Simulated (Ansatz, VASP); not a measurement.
**Ba in VASP and in Ansatz**

INCAR

```
  ALGO = Normal
  EDIFF = 1E-6
  ENCUT = 520
  ISIF = 2
  ISMEAR = -1
  LASPH = True
  LCHARG = False
  LREAL = False
  LWAVE = False
  NBANDS = 11
  NELM = 100
  PREC = Accurate
  SIGMA = 0.05
```

File KPOINTS:

```
k-points
0
Gamma
  8 8 8
```

Contents of POSCAR:

```
Ba
1.0
   -2.5556595394      2.5556595394      2.5556595394
    2.5556595394     -2.5556595394      2.5556595394
    2.5556595394      2.5556595394     -2.5556595394
Ba
1
Direct
    0.0000000000      0.0000000000      0.0000000000
```

The input input.yaml:

```yaml
crystal:
  lattice:
    - [-2.5556595394, 2.5556595394, 2.5556595394]
    - [2.5556595394, -2.5556595394, 2.5556595394]
    - [2.5556595394, 2.5556595394, -2.5556595394]
  atoms:
    - { symbol: Ba, position: [0.0, 0.0, 0.0] }
hamiltonian:
  xc: lda
  pseudopotentials: { kind: paw }
kpoints:
  mp_grid: { grid: [8, 8, 8] }
scf:
  occupations: { method: fermi_dirac, width: 0.05 }
output:
  forces: true
  stress: true
  eigenvalues: true
  write_density: true
  write_potential: true
  elf: true
  volumetric_format: npy
```

Alike in both runs: task single point; functional LDA; k mesh 8 × 8 × 8; occupations fermi-dirac, width 0.05 eV; no spin polarisation.

|  | VASP | Ansatz |
| --- | --- | --- |
| version | VASP 6.6.1 | Ansatz 0.2.0 |
| potentials or method | VASP PAW LDA potentials, release 64 (Ba_sv) | Ansatz PAW |
| plane-wave cutoff (eV) | 520 | 420 |
| valence electrons in the cell | 10 | 10 |

Ansatz gave:

| Item | Value |
| --- | --- |
| gap on the k mesh at the Fermi level (eV) | none |
| pressure (GPa) | -1.7 |

Question: Which values does VASP return?

Answer: gap on the k mesh at the Fermi level (eV): none; pressure (GPa): -1.6.

LDA's correlation is that of Perdew and Zunger in VASP and of Perdew and Wang (1992) in Ansatz. A gap of «none» marks a metal or a gap that the smearing closes.

Neither program's run includes spin-orbit coupling.
